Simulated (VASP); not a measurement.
Here is a VASP 6.6.1 calculation.

Contents of INCAR:

```
SYSTEM = AlN
PREC = Accurate
ENCUT = 520
EDIFF = 1E-6
ISMEAR = -1
SIGMA = 0.02
LREAL = .False.
LASPH = .True.
NELM = 60
ALGO = Normal
ISIF = 2
LWAVE = .False.
LCHARG = .False.
GGA = PE
NBANDS = 11
```

File KPOINTS:

```
regular mesh
0
Gamma
  10 10 10
  0 0 0
```

The input POSCAR:

```
AlN
1.0
    0.0000000000      2.0491514780      1.9964597140
    2.0491514780      0.0000000000      1.9964597140
    2.0491514780      2.0491514780      0.0000000000
Al N
1 1
Direct
    0.0000000000      0.0000000000      0.0000000000
    0.5000000000      0.5000000000      0.5000000000
```

Potentials or basis: VASP PAW PBE potentials, release 64 (Al, N).

Launch:

```sh
$ cat potpaw_PBE.64/Al/POTCAR potpaw_PBE.64/N/POTCAR > POTCAR
$ mpirun -np 1 vasp_std > vasp.out
```

(1) Predict the pressure.

(2) What does it give for the band gap on the k mesh?

Answers

(1) 1.5 GPa.

(2) 4.26 eV, indirect (least direct gap 5.40 eV).

Caveat: the cell differs from its parent crystal (epitaxial xy strain +1.5%).
